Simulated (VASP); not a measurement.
Here is a VASP 6.6.1 calculation.

INCAR

```
PREC = Accurate
ENCUT = 600
EDIFF = 1E-6
ISMEAR = 0
SIGMA = 0.1
LREAL = False
LASPH = True
NELM = 60
ALGO = Normal
ISIF = 3
LWAVE = False
LCHARG = False
GGA = PE
IBRION = 2
NSW = 80
EDIFFG = -0.001
```

File KPOINTS:

```
regular mesh
0
Gamma
  12 12 4
```

POSCAR

```
Ca2Ti2N
1.0
    3.2886294151      0.0000000000      0.0000000000
   -1.6443147076      2.8480366171      0.0000000000
    0.0000000000      0.0000000000     11.0882488288
Ca Ti N
2 2 1
Direct
    0.3333333333      0.6666666667      0.8502678778
    0.6666666667      0.3333333333      0.1497321222
    0.3333333333      0.6666666667      0.4110030151
    0.6666666667      0.3333333333      0.5889969849
    0.0000000000      0.0000000000      0.5000000000
```

Potentials or basis: VASP PAW PBE potentials, release 64 (Ca_sv, Ti_sv, N).

Command:

```sh
$ cat potpaw_PBE.64/Ca_sv/POTCAR potpaw_PBE.64/Ti_sv/POTCAR potpaw_PBE.64/N/POTCAR > POTCAR
$ mpirun -np 1 vasp_std > vasp.out
```

Problem. What does it give for the space group after relaxing (to 0.1 Å)?

Solution. P-3m1 (No. 164).

Problem. Estimate the band gap on the k mesh.

Solution. Zero (an odd number of electrons rules out a gap without spin polarisation).

Problem. What does it give for the relaxed cell?

Solution. a = 3.291 Å, b = 3.291 Å, c = 11.086 Å, α = 90.00°, β = 90.00°, γ = 120.00°.

Final structure:
```
Ca Ti N
1.0
     3.29060    0.00000    0.00000
    -1.64530    2.84975    0.00000
     0.00000    0.00000   11.08634
Ca Ti N
2 2 1
Direct
  0.33333 0.66667 0.85026
  0.66667 0.33333 0.14974
  0.33333 0.66667 0.41090
  0.66667 0.33333 0.58910
  0.00000 0.00000 0.50000
```
